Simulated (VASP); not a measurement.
# Al in VASP: notebook

The runs below take Al through single point, with PBE.

Program: VASP 6.6.1. These are calculated values, not measurements. Logs are shortened: lines on timing, memory, paths and dates and some standing lists are left out, and cuts for length are marked.

## Step 1: The cell of the first run

Symmetry: Cmcm, No. 63, orthorhombic system. Conventional cell: a = 2.816 Å, b = 5.047 Å, c = 4.677 Å, α = 90.00°, β = 90.00°, γ = 90.00°. Within 3.7 Å of Al (site symmetry m2m) lie 12 Al at 2.82 to 2.89 Å.

## Step 2: Single point, PBE

Contents of INCAR:

```
SYSTEM = Al
ALGO     = Normal         ! electronic algorithm
EDIFF    = 1E-6           ! SCF threshold, eV
ENCUT    = 500            ! plane-wave cutoff, eV
GGA      = PE             ! functional
GGA_COMPAT= .False.      
ISIF     = 2              ! what is computed and relaxed
ISMEAR   = 0              ! smearing method
LASPH    = .True.         ! aspherical terms in the spheres
LCHARG   = .False.        ! write CHGCAR
LREAL    = .False.        ! projectors in reciprocal space
LWAVE    = .False.        ! write WAVECAR
NBANDS   = 10             ! bands
NELM     = 120            ! most SCF steps
PREC     = Accurate       ! precision mode
SIGMA    = 0.1            ! smearing width, eV
```

Contents of KPOINTS:

```
k-points
0
Gamma
  8 8 4
  0 0 0
```

Contents of POSCAR:

```
Al
1.0
    1.4078302050     -2.5235377665      0.0000000000
    1.4078302050      2.5235377665      0.0000000000
    0.0000000000      0.0000000000      4.6768929337
Al
2
Direct
    0.8334667523      0.1665332477      0.7500000000
    0.1665332477      0.8334667523      0.2500000000
```

Potentials or basis: VASP PAW PBE potentials, release 64 (Al).

Started as:

```bash
cat potpaw_PBE.64/Al/POTCAR > POTCAR
mpirun -np 1 vasp_std > vasp.out
```

OUTCAR:

```text
SYSTEM = Al
   EDIFF = 1E-6
   ENCUT = 500
   GGA = PE
   ISIF = 2
   ISMEAR = 0
   LASPH = .True.
   LREAL = .False.
   NELM = 120
   PREC = Accurate

 ion  position               nearest neighbor table
   1  0.833  0.167  0.750-   2 2.86   2 2.86   2 2.86   2 2.86   2 2.88   2 2.88
   2  0.167  0.833  0.250-   1 2.86   1 2.86   1 2.86   1 2.86   1 2.88   1 2.88

  LATTYP: Found a base centered orthorhombic cell.
 ALAT       =     2.8156604100
 B/A-ratio  =     1.7925015087
 C/A-ratio  =     1.6610287651

  Lattice vectors:

 A1 = (   1.4078302050,  -2.5235377665,   0.0000000000)
 A2 = (   1.4078302050,   2.5235377665,   0.0000000000)
 A3 = (   0.0000000000,   0.0000000000,   4.6768929337)

Analysis of symmetry for initial positions (statically):
=====================================================================
 Subroutine PRICEL returns:
 Original cell was already a primitive cell.

 Routine SETGRP: Setting up the symmetry group for a
 base centered orthorhombic supercell.

 Subroutine GETGRP returns: Found  8 space group operations
 (whereof  4 operations were pure point group operations)
 out of a pool of  8 trial point group operations.

The static configuration has the point symmetry C_2h.
 The point group associated with its full space group is D_2h.

Analysis of symmetry for dynamics (positions and initial velocities):
=====================================================================
 Subroutine PRICEL returns:
 Original cell was already a primitive cell.

 Routine SETGRP: Setting up the symmetry group for a
 base centered orthorhombic supercell.

 Subroutine GETGRP returns: Found  8 space group operations
 (whereof  4 operations were pure point group operations)
 out of a pool of  8 trial point group operations.

The dynamic configuration has the point symmetry C_2h.
 The point group associated with its full space group is D_2h.

 Subroutine INISYM returns: Found  8 space group operations
 (whereof  4 operations are pure point group operations),
 and found     1 'primitive' translations

----------------------------------------------------------------------------------------

                                     Primitive cell

  volume of cell :      33.2313

  direct lattice vectors                    reciprocal lattice vectors
     1.407830205 -2.523537767  0.000000000     0.355156466 -0.198134542  0.000000000
     1.407830205  2.523537767  0.000000000     0.355156466  0.198134542  0.000000000
     0.000000000  0.000000000  4.676892934     0.000000000  0.000000000  0.213817168
[... 86 lines left out ...]
   EDIFFG = 0.1E-04   stopping-criterion for IOM
   NSW    =      0    number of steps for IOM
   IBRION =     -1    ionic relax: 0-MD 1-quasi-New 2-CG
   NFREE  =      0    steps in history (QN), initial steepest desc. (CG)
   ISIF   =      2    stress and relaxation
   ISYM   =      2    0-nonsym 1-usesym 2-fastsym
   POTIM  = 0.5000    time-step for ionic-motion
   TEBEG  =    0.0;   TEEND  =   0.0 temperature during run
   PSTRESS=    0.0 pullay stress
   NELECT =       6.0000    total number of electrons
   NUPDOWN=      -1.0000    fix difference up-down
   EMIN   =  10.00;   EMAX   =-10.00  energy-range for DOS
   EFERMI =   0.00;   METHOD = LEGACY
   ISMEAR =     0;   SIGMA  =   0.10  broadening in eV -4-tet -1-fermi 0-gaus
   EFERMI_NEDOS =   21; number of points for ismear=-14 and -15
   IALGO  =     38    algorithm
   IMIX   =      4    mixing-type and parameters
     AMIX     =   0.40;   BMIX     =  1.00
     AMIX_MAG =   1.60;   BMIX_MAG =  1.00
  volume/ion in A,a.u.               =      16.62       112.13
  Fermi-wavevector in a.u.,A,eV,Ry     =   0.925286  1.748537 11.648689  0.856155
  Thomas-Fermi vector in A             =   2.051124
   LORBIT       =      0    0 simple, 1 ext, 2 COOP (PROOUT), +10 PAW based schemes
   GGA     = PE    functional components
   LHFCALC =     F    Hartree Fock is set to
   AEXX    =    0.0000 exact exchange contribution
   IVDW    =     0    specifies the selected vdW correction
   LEPSILON=     F    determine dielectric tensor
   LRPA    =     F    only Hartree local field effects (RPA)
 non-spin polarized calculation
 Gauss-broadening in eV      SIGMA  =   0.10
  energy-cutoff  :      500.00
  volume of cell :       33.23
 maximum number of plane-waves:       858
 NGX is ok and might be reduce to    24

 number of electron       6.0000000 magnetization

 Free energy of the ion-electron system (eV)
  ---------------------------------------------------
  ext. energy  EPLUGINS =         0.00000000
  ---------------------------------------------------
  free energy    TOTEN  =        -7.33466276 eV

  energy without entropy =       -7.32908111  energy(sigma->0) =       -7.33187193

 E-fermi :   7.9692     XC(G=0): -10.1730

 val. band max:        7.9015143636   @ k =   0.3750   0.2500   0.2500
 cond. band min:       8.0064500290   @ k =   0.3750   0.1250   0.0000
 fundamental gap:      0.1049356654
 Fermi energy:         7.9691612458

 k-point     1 :       0.0000    0.0000    0.0000
  band No.  band energies     occupation
      1      -3.1621      2.00000
      2       3.3722      2.00000
      3       3.5458      2.00000
      4      17.9720      0.00000
      5      18.3583      0.00000
      6      18.8276      0.00000
      7      19.3455      0.00000
      8      20.0530      0.00000
      9      21.8869      0.00000
     10      22.1306      0.00000
[... 287 lines left out ...]
 k-point    24 :       0.2500    0.0000    0.2500
  band No.  band energies     occupation
      1      -1.2225      2.00000
      2       2.0765      2.00000
      3       8.4021      0.00000
      4      10.5979      0.00000
      5      13.5538      0.00000
      6      14.8178      0.00000
      7      16.2475      0.00000
      8      17.7225      0.00000
      9      18.1745      0.00000
     10      19.1249      0.00000

 [... further k-points ...]
[... 5 lines left out ...]
  --------------------------------------------------------------------------------------
  -------------------------------------------------------------------------------------
  Total        0.5260163      0.1870945     -0.4570808      0.0000000      0.0000000      0.0000000
  in kB       25.3607600      9.0203631    -22.0371801      0.0000000      0.0000000      0.0000000
  external PRESSURE =       4.1146477 kB  Pullay stress =       0.0000000 kB

 VOLUME and BASIS-vectors are now :
 -----------------------------------------------------------------------------
  energy-cutoff  :      500.00
  volume of cell :       33.23
      direct lattice vectors                 reciprocal lattice vectors
     1.407830205 -2.523537767  0.000000000     0.355156466 -0.198134542  0.000000000
     1.407830205  2.523537767  0.000000000     0.355156466  0.198134542  0.000000000
     0.000000000  0.000000000  4.676892934     0.000000000  0.000000000  0.213817168

 POSITION                                       TOTAL-FORCE (eV/Angst)
 -----------------------------------------------------------------------------------
      1.40783     -1.68303      3.50767         0.000000      0.004211      0.000000
      1.40783      1.68303      1.16922         0.000000     -0.004211     -0.000000
 -----------------------------------------------------------------------------------
    total drift:                               -0.000000     -0.000000      0.000000

  FREE ENERGIE OF THE ION-ELECTRON SYSTEM (eV)
  ---------------------------------------------------
  free  energy   TOTEN  =        -7.3346627557 eV

  energy  without entropy=       -7.3290811138  energy(sigma->0) =       -7.33187193
```

stdout:

```text
POSCAR found type information on POSCAR Al
 POSCAR found :  1 types and       2 ions
 scaLAPACK will be used
 LDA part: xc-table for (Slater+PW92), standard interpolation
 POSCAR, INCAR and KPOINTS ok, starting setup
 FFT: planning ... GRIDC
 FFT: planning ... GRID_SOFT
 FFT: planning ... GRID
 WAVECAR not read
 entering main loop
```

Wall time 16 s (1 thread of AMD EPYC 7R43 (Zen 3), shared host); peak memory 0.12 GiB.

What came out:

```yaml
Free_energy: -7.3347 eV
Pressure: 0.4 GPa
Largest_force: 0.004 eV/Å
Band_gap_on_the_k_mesh: zero (band 3 reaches 12.17 eV, above the bottom of band 4 at 4.49 eV)
```

Forces on the atoms (eV/Å):
```
Al   0.000  0.004  0.000
Al   0.000 -0.004  0.000
```

Stress tensor (GPa, compression positive):
```
 2.54  0.00  0.00
 0.00  0.90  0.00
 0.00  0.00 -2.20
```

Levels at points of the mesh, in eV from the Fermi level:
| k point | band 1 | band 2 | band 3 | band 4 | band 5 | band 6 | band 7 |
| --- | --- | --- | --- | --- | --- | --- | --- |
| (0.00, 0.00, 0.00) | -11.13 | -4.60 | -4.42 | 10.00 | 10.39 | 10.86 | 11.38 |
| (0.50, 0.00, 0.00) | -5.23 | -5.07 | 0.70 | 1.16 | 1.54 | 1.82 | 5.22 |
| (0.50, 0.50, 0.00) | -5.59 | -5.29 | 0.34 | 0.92 | 1.35 | 1.44 | 6.15 |
| (0.00, 0.00, 0.50) | -9.45 | -9.45 | 3.39 | 3.39 | 11.28 | 11.28 | 12.04 |
| (0.50, 0.00, 0.50) | -3.87 | -3.87 | -3.13 | -3.13 | 6.67 | 6.67 | 7.42 |
| (0.50, 0.50, 0.50) | -4.11 | -4.11 | -3.48 | -3.48 | 7.59 | 7.59 | 7.72 |

## Step 3: Single point, PBE

This run uses another cell than the first one: it holds 4 atoms, not 2.

Contents of INCAR:

```
  ALGO = Normal
  EDIFF = 1E-6
  ENCUT = 500
  GGA = PE
  GGA_COMPAT = F
  ISIF = 2
  ISMEAR = 0
  LASPH = T
  LCHARG = F
  LREAL = F
  LWAVE = F
  NBANDS = 14
  NELM = 120
  PREC = Accurate
  SIGMA = 0.1
```

Contents of KPOINTS:

```
k-points
0
Gamma
  9 9 2
```

Contents of POSCAR:

```
Al
1.0
    2.8270770242      0.0000000000      0.0000000000
   -1.4135385121      2.4483205214      0.0000000000
    0.0000000000      0.0000000000      9.1859930700
Al
4
Direct
    0.0000000000      0.0000000000      0.0000000000
    0.3333333300      0.6666666700      0.2500000000
    0.0000000000      0.0000000000      0.5000000000
    0.6666666700      0.3333333300      0.7500000000
```

Potentials or basis: VASP PAW PBE potentials, release 64 (Al).

Started as:

```bash
cat potpaw_PBE.64/Al/POTCAR > POTCAR
mpirun -np 1 vasp_std > vasp.out
```

OUTCAR:

```text
EDIFF = 1E-6
   ENCUT = 500
   GGA = PE
   ISIF = 2
   ISMEAR = 0
   LASPH = T
   LREAL = F
   NELM = 120
   PREC = Accurate

 ion  position               nearest neighbor table
   1  0.000  0.000  0.000-   2 2.82   4 2.82   2 2.82   4 2.82   4 2.82   2 2.82
   2  0.333  0.667  0.250-   1 2.82   3 2.82   1 2.82   3 2.82   1 2.82   3 2.82
   3  0.000  0.000  0.500-   2 2.82   4 2.82   2 2.82   4 2.82   4 2.82   2 2.82
   4  0.667  0.333  0.750-   1 2.82   3 2.82   1 2.82   3 2.82   1 2.82   3 2.82

  LATTYP: Found a hexagonal cell.
 ALAT       =     2.8270770242
 C/A-ratio  =     3.2492899880

  Lattice vectors:

 A1 = (   2.8270770242,   0.0000000000,   0.0000000000)
 A2 = (  -1.4135385121,   2.4483205214,   0.0000000000)
 A3 = (   0.0000000000,   0.0000000000,   9.1859930700)

Analysis of symmetry for initial positions (statically):
=====================================================================
 Subroutine PRICEL returns:
 Original cell was already a primitive cell.

 Routine SETGRP: Setting up the symmetry group for a
 hexagonal supercell.

 Subroutine GETGRP returns: Found 24 space group operations
 (whereof 12 operations were pure point group operations)
 out of a pool of 24 trial point group operations.

The static configuration has the point symmetry D_3d.
 The point group associated with its full space group is D_6h.

Analysis of symmetry for dynamics (positions and initial velocities):
=====================================================================
 Subroutine PRICEL returns:
 Original cell was already a primitive cell.

 Routine SETGRP: Setting up the symmetry group for a
 hexagonal supercell.

 Subroutine GETGRP returns: Found 24 space group operations
 (whereof 12 operations were pure point group operations)
 out of a pool of 24 trial point group operations.

The dynamic configuration has the point symmetry D_3d.
 The point group associated with its full space group is D_6h.

 Subroutine INISYM returns: Found 24 space group operations
 (whereof 12 operations are pure point group operations),
 and found     1 'primitive' translations

----------------------------------------------------------------------------------------

                                     Primitive cell

  volume of cell :      63.5817

  direct lattice vectors                    reciprocal lattice vectors
     2.827077024  0.000000000  0.000000000     0.353722234  0.204221627  0.000000000
    -1.413538512  2.448320521  0.000000000     0.000000000  0.408443254  0.000000000
     0.000000000  0.000000000  9.185993070     0.000000000  0.000000000  0.108861393

  length of vectors
     2.827077024  2.827077024  9.185993070     0.408443254  0.408443254  0.108861393

  position of ions in fractional coordinates (direct lattice)
     0.000000000  0.000000000  0.000000000
     0.333333330  0.666666670  0.250000000
     0.000000000  0.000000000  0.500000000
     0.666666670  0.333333330  0.750000000

  ion indices of the primitive-cell ions
   primitive index   ion index
                 1           1
                 2           2
                 3           3
[... 54 lines left out ...]
   k-points           NKPTS =     24   k-points in BZ     NKDIM =     24   number of bands    NBANDS=     14
   number of dos      NEDOS =    301   number of ions     NIONS =      4
   total plane-waves  NPLWV =  40320
   dimension x,y,z NGX =    24 NGY =   24 NGZ =   70
   dimension x,y,z NGXF=    48 NGYF=   48 NGZF=  140
   ions per type =               4
   NGX,Y,Z   is equivalent  to a cutoff of  14.11, 14.11, 12.67 a.u.
   NGXF,Y,Z  is equivalent  to a cutoff of  28.23, 28.23, 25.34 a.u.
 SYSTEM =  unknown system
   PREC   = accura    normal or accurate (medium, high low for compatibility)
   ISTART =      0    job   : 0-new  1-cont  2-samecut
   ICHARG =      2    charge: 1-file 2-atom 10-const
   ISPIN  =      1    spin polarized calculation?
   LNONCOLLINEAR =      F non collinear calculations
   LSORBIT =      F    spin-orbit coupling
   LASPH  =      T    aspherical Exc in radial PAW
   ENCUT  =  500.0 eV  36.75 Ry    6.06 a.u.   5.15  5.15 16.75*2*pi/ulx,y,z
   NELM   =    120;   NELMIN=  2; NELMDL= -5     # of ELM steps
   EDIFF  = 0.1E-05   stopping-criterion for ELM
   LREAL  =      F    real-space projection
   EDIFFG = 0.1E-04   stopping-criterion for IOM
   NSW    =      0    number of steps for IOM
   IBRION =     -1    ionic relax: 0-MD 1-quasi-New 2-CG
   NFREE  =      0    steps in history (QN), initial steepest desc. (CG)
   ISIF   =      2    stress and relaxation
   ISYM   =      2    0-nonsym 1-usesym 2-fastsym
   POTIM  = 0.5000    time-step for ionic-motion
   TEBEG  =    0.0;   TEEND  =   0.0 temperature during run
   PSTRESS=    0.0 pullay stress
   NELECT =      12.0000    total number of electrons
   NUPDOWN=      -1.0000    fix difference up-down
   EMIN   =  10.00;   EMAX   =-10.00  energy-range for DOS
   EFERMI =   0.00;   METHOD = LEGACY
   ISMEAR =     0;   SIGMA  =   0.10  broadening in eV -4-tet -1-fermi 0-gaus
   EFERMI_NEDOS =   21; number of points for ismear=-14 and -15
   IALGO  =     38    algorithm
   IMIX   =      4    mixing-type and parameters
     AMIX     =   0.40;   BMIX     =  1.00
     AMIX_MAG =   1.60;   BMIX_MAG =  1.00
  volume/ion in A,a.u.               =      15.90       107.27
  Fermi-wavevector in a.u.,A,eV,Ry     =   0.939055  1.774557 11.997959  0.881825
  Thomas-Fermi vector in A             =   2.066329
   LORBIT       =      0    0 simple, 1 ext, 2 COOP (PROOUT), +10 PAW based schemes
   GGA     = PE    functional components
   LHFCALC =     F    Hartree Fock is set to
   AEXX    =    0.0000 exact exchange contribution
   IVDW    =     0    specifies the selected vdW correction
   LEPSILON=     F    determine dielectric tensor
   LRPA    =     F    only Hartree local field effects (RPA)
 non-spin polarized calculation
 Gauss-broadening in eV      SIGMA  =   0.10
  energy-cutoff  :      500.00
  volume of cell :       63.58
 maximum number of plane-waves:      1631
 NGX is ok and might be reduce to    24

 number of electron      12.0000000 magnetization

 Free energy of the ion-electron system (eV)
  ---------------------------------------------------
  ext. energy  EPLUGINS =         0.00000000
  ---------------------------------------------------
  free energy    TOTEN  =       -14.82640944 eV

  energy without entropy =      -14.81555778  energy(sigma->0) =      -14.82098361

 E-fermi :   8.3377     XC(G=0): -10.3338

 val. band max:        8.3147033859   @ k =   0.3333   0.1111   0.0000
 cond. band min:       8.3956905155   @ k =   0.1111   0.1111   0.5000
 fundamental gap:      0.0809871296
 Fermi energy:         8.3377311306

 k-point     1 :       0.0000    0.0000    0.0000
  band No.  band energies     occupation
      1      -3.0017      2.00000
      2      -1.2624      2.00000
      3      -1.2547      2.00000
      4       3.6803      2.00000
      5       4.0269      2.00000
      6      12.0029      0.00000
      7      12.0176      0.00000
      8      19.2690      0.00000
      9      19.2690      0.00000
     10      19.4328      0.00000
     11      19.4328      0.00000
     12      20.3930      0.00000
     13      20.4098      0.00000
     14      20.5764      0.00000
[... 377 lines left out ...]
      1       5.2590      2.00000
      2       5.2590      2.00000
      3       5.3776      2.00000
      4       5.3776      2.00000
      5       5.4570      2.00000
      6       5.4570      2.00000
      7       8.1903      1.96297
      8       8.1903      1.96297
      9       8.8766      0.00000
     10       8.8766      0.00000
     11       9.5551      0.00000
     12       9.5551      0.00000
     13      14.7321      0.00000
     14      14.7321      0.00000

------------------------ aborting loop because EDIFF is reached ----------------------------------------

  FORCE on cell =-STRESS in cart. coord.  units (eV):
  Direction    XX          YY          ZZ          XY          YZ          ZX
  --------------------------------------------------------------------------------------
  -------------------------------------------------------------------------------------
  Total        1.7145098      1.7145098      0.6462982      0.0000000     -0.0000000      0.0000000
  in kB       43.2034587     43.2034587     16.2858894      0.0000000     -0.0000000      0.0000000
  external PRESSURE =      34.2309356 kB  Pullay stress =       0.0000000 kB

 VOLUME and BASIS-vectors are now :
 -----------------------------------------------------------------------------
  energy-cutoff  :      500.00
  volume of cell :       63.58
      direct lattice vectors                 reciprocal lattice vectors
     2.827077024  0.000000000  0.000000000     0.353722234  0.204221627  0.000000000
    -1.413538512  2.448320521  0.000000000     0.000000000  0.408443254  0.000000000
     0.000000000  0.000000000  9.185993070     0.000000000  0.000000000  0.108861393

 POSITION                                       TOTAL-FORCE (eV/Angst)
 -----------------------------------------------------------------------------------
      0.00000      0.00000      0.00000         0.000000      0.000000     -0.000000
     -0.00000      1.63221      2.29650         0.000000     -0.000000     -0.000000
      0.00000      0.00000      4.59300         0.000000      0.000000     -0.000000
      1.41354      0.81611      6.88949        -0.000000      0.000000      0.000000
 -----------------------------------------------------------------------------------
    total drift:                               -0.000000      0.000000     -0.000000

  FREE ENERGIE OF THE ION-ELECTRON SYSTEM (eV)
  ---------------------------------------------------
  free  energy   TOTEN  =       -14.8264094365 eV

  energy  without entropy=      -14.8155577830  energy(sigma->0) =      -14.82098361
```

stdout:

```text
POSCAR found type information on POSCAR Al
 POSCAR found :  1 types and       4 ions
 scaLAPACK will be used
 LDA part: xc-table for (Slater+PW92), standard interpolation
 POSCAR, INCAR and KPOINTS ok, starting setup
 FFT: planning ... GRIDC
 FFT: planning ... GRID_SOFT
 FFT: planning ... GRID
 WAVECAR not read
 entering main loop
```

It took 19 s on 1 thread of AMD EPYC 7R43 (Zen 3), shared host; peak memory 0.15 GiB.

Results:

* Free energy: -14.8264 eV
* Pressure: 3.4 GPa
* Band gap on the k mesh: zero (band 6 reaches 12.44 eV, above the bottom of band 7 at 7.02 eV)
